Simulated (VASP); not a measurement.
Input of a VASP 6.6.1 run:

The input INCAR:

```
SYSTEM = TlPd3
PREC = Accurate
ENCUT = 520
EDIFF = 1E-8
ISMEAR = -1
SIGMA = 0.03
LREAL = .False.
LASPH = .True.
NELM = 60
ALGO = Normal
ISIF = 2
LWAVE = .False.
LCHARG = .False.
LEFG = .True.
NBANDS = 30
```

File KPOINTS:

```
Automatic mesh
0
Gamma
  12 12 12
  0.5 0.5 0.5
```

Contents of POSCAR:

```
TlPd3
1.0
   -2.0903608308      2.0903608308      3.7961551193
    2.0903608308     -2.0903608308      3.7961551193
    2.0903608308      2.0903608308     -3.7961551193
Tl Pd
1 3
Direct
    0.0000000000      0.0000000000      0.0000000000
    0.5000000000      0.5000000000      0.0000000000
    0.7500000000      0.2500000000      0.5000000000
    0.2500000000      0.7500000000      0.5000000000
```

Potentials or basis: VASP PAW LDA potentials, release 64 (Tl_d, Pd).

The run is started by

```bash
$ cat potpaw_LDA.64/Tl_d/POTCAR potpaw_LDA.64/Pd/POTCAR > POTCAR
$ mpirun -np 1 vasp_std > vasp.out
```

Predict the band gap on the k mesh.

zero (an odd number of electrons rules out a gap without spin polarisation).

Estimate the pressure.

-8.9 GPa.

Stress tensor (GPa, compression positive):
```
-8.91  0.00  0.00
 0.00 -8.91  0.00
 0.00  0.00 -8.82
```

Caveat: the cell stands under tension; without QUAD_EFG the Cq values of the log hold for a quadrupole moment of 1 mb, not for the nuclei; spin-orbit coupling is left out, which moves the levels of the heavy elements.
